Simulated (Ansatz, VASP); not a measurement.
## AlN in VASP and in Ansatz

```xyz
2
Lattice="0.0000 2.0345 2.0854 2.0345 0.0000 2.0854 2.0345 2.0345 0.0000" Properties=species:S:1:pos:R:3 pbc="T T T"
Al    2.0345    2.0345    2.0854
N     0.0000    0.0000    0.0000
```

Change from the starting cell: strain +0.000 along x and y, +0.025 along z, atoms carried along.

Alike in both runs: task single point; functional LDA; k mesh 10 × 10 × 10; occupations gaussian, width 0.05 eV; no spin polarisation.

|  | VASP | Ansatz |
| --- | --- | --- |
| version | VASP 6.6.1 | Ansatz 0.2.0 |
| potentials or method | VASP PAW LDA potentials, release 64 (Al, N), cutoff 520 eV | scalar-relativistic, plane waves, PAW |
| valence electrons in the cell | 8 | 8 |

|  | VASP | Ansatz | Ansatz less VASP |
| --- | --- | --- | --- |
| gap on the k mesh at the Fermi level (eV) | 3.87 | 3.88 | +0.011 |
| least direct gap on the mesh (eV) | 5.03 | 5.01 | -0.018 |
| pressure (GPa) | -15.7 | -16.2 | -0.48 |
| traceless stress, the component that is largest in VASP (GPa) | -3.17 | -3.06 | +0.113 |

LDA's correlation is that of Perdew and Zunger in VASP and of Perdew and Wang (1992) in Ansatz.
